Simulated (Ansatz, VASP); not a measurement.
**Two plane-wave programs on SnO2**

The input INCAR:

```
PREC = Accurate ; ENCUT = 520
EDIFF = 1E-7 ; ISMEAR = 0
SIGMA = 0.02 ; LREAL = F
LASPH = T ; NELM = 100
ALGO = Normal ; ISIF = 2
LWAVE = F ; LCHARG = F
GGA = PS ; NBANDS = 35
```

The input KPOINTS:

```
regular mesh
0
Gamma
  6 6 8
```

The input POSCAR:

```
SnO2
1.0
    4.5538603052      0.0000000000      0.0000000000
    0.0000000000      4.5538603052      0.0000000000
    0.0000000000      0.0000000000      3.3349243090
Sn O
2 4
Direct
    0.5000000000      0.5000000000      0.5000000000
    0.0000000000      0.0000000000      0.0000000000
    0.1919100329      0.8080899671      0.5000000000
    0.8080899671      0.1919100329      0.5000000000
    0.3080899671      0.3080899671      0.0000000000
    0.6919100329      0.6919100329      0.0000000000
```

Input for Ansatz:

```yaml
crystal:
  lattice:
    - [4.5538603052, 0.0, 0.0]
    - [0.0, 4.5538603052, 0.0]
    - [0.0, 0.0, 3.334924309]
  atoms:
    - { symbol: Sn, position: [0.5, 0.5, 0.5] }
    - { symbol: Sn, position: [0.0, 0.0, 0.0] }
    - { symbol: O, position: [0.1919100329, 0.8080899671, 0.5] }
    - { symbol: O, position: [0.8080899671, 0.1919100329, 0.5] }
    - { symbol: O, position: [0.3080899671, 0.3080899671, 0.0] }
    - { symbol: O, position: [0.6919100329, 0.6919100329, 0.0] }
basis:
  ecutwfc: 420
kpoints:
  mp_grid: { grid: [6, 6, 8] }
  band_path: { path: [VBM, CBM], npoints: 2 }
hamiltonian:
  xc: pbesol
scf:
  occupations: { method: gaussian, width: 0.02 }
output:
  forces: true
  stress: true
  eigenvalues: true
checkpoint:
  read: start.run
  write: ck
  compress: false
  write_wavefunctions: false
  write_every: 100000
```

Alike in both runs: task single point; functional PBEsol; k mesh 6 × 6 × 8; occupations gaussian, width 0.02 eV; no spin polarisation.

|  | VASP | Ansatz |
| --- | --- | --- |
| version | VASP 6.6.1 | Ansatz 0.2.0 |
| potentials or method | VASP PAW PBE potentials, release 64 (Sn_d, O), cutoff 520 eV | scalar-relativistic, plane waves, PAW |
| valence electrons in the cell | 52 | 52 |

VASP gave:

```
gap on the k mesh at the Fermi level (eV)                     : 1.35
least direct gap on the mesh (eV)                             : 1.35
pressure (GPa)                                                : 10.6
traceless stress, the component that is largest in VASP (GPa) : -9.68
```

Q: What did Ansatz give for the same quantities?

A: gap on the k mesh at the Fermi level (eV): 1.35; least direct gap on the mesh (eV): 1.35; pressure (GPa): 9.8; traceless stress, the component that is largest in VASP (GPa): -9.84.

VASP's potentials were made for PBE, not for PBEsol.
